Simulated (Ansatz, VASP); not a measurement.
# BP: VASP beside Ansatz

File INCAR:

```
  PREC = Accurate
  ENCUT = 520
  EDIFF = 1E-7
  ISMEAR = 0
  SIGMA = 0.05
  LREAL = F
  LASPH = T
  NELM = 80
  ALGO = Normal
  ISIF = 2
  LWAVE = F
  LCHARG = F
  GGA = PE
  NBANDS = 11
```

File KPOINTS:

```
regular mesh
0
Gamma
  10 10 10
```

File POSCAR:

```
BP
1.0
    0.0000000000      2.0874800000      2.3597600000
    2.0874800000      0.0000000000      2.3597600000
    2.0874800000      2.0874800000      0.0000000000
B P
1 1
Direct
    0.0000000000      0.0000000000      0.0000000000
    0.7500000000      0.7500000000      0.7500000000
```

Input for Ansatz:

```yaml
crystal:
  lattice:
    - [0.0, 2.08748, 2.35976]
    - [2.08748, 0.0, 2.35976]
    - [2.08748, 2.08748, 0.0]
  atoms:
    - { symbol: B, position: [0.0, 0.0, 0.0] }
    - { symbol: P, position: [0.75, 0.75, 0.75] }
basis:
  ecutwfc: 420
kpoints:
  mp_grid: { grid: [10, 10, 10] }
hamiltonian:
  xc: pbe
scf:
  occupations: { method: gaussian, width: 0.05 }
output:
  forces: true
  stress: true
  eigenvalues: true
```

Change from the starting cell: strain -0.080 along x and y, +0.040 along z, atoms carried along.

Alike in both runs: task single point; functional PBE; k mesh 10 × 10 × 10; occupations gaussian, width 0.05 eV; no spin polarisation.

|  | VASP | Ansatz |
| --- | --- | --- |
| version | VASP 6.6.1 | Ansatz 0.2.0 |
| potentials or method | VASP PAW PBE potentials, release 64 (B, P), cutoff 520 eV | scalar-relativistic, plane waves, PAW |
| valence electrons in the cell | 8 | 8 |

Ansatz gave:

* gap on the k mesh at the Fermi level (eV): 0.09
* least direct gap on the mesh (eV): 3.02
* pressure (GPa): 27.5
* traceless stress, the component that is largest in VASP (GPa): -28.22

Problem. Which values does VASP return?

Solution. gap on the k mesh at the Fermi level (eV): 0.08; least direct gap on the mesh (eV): 3.01; pressure (GPa): 27.1; traceless stress, the component that is largest in VASP (GPa): -28.27.
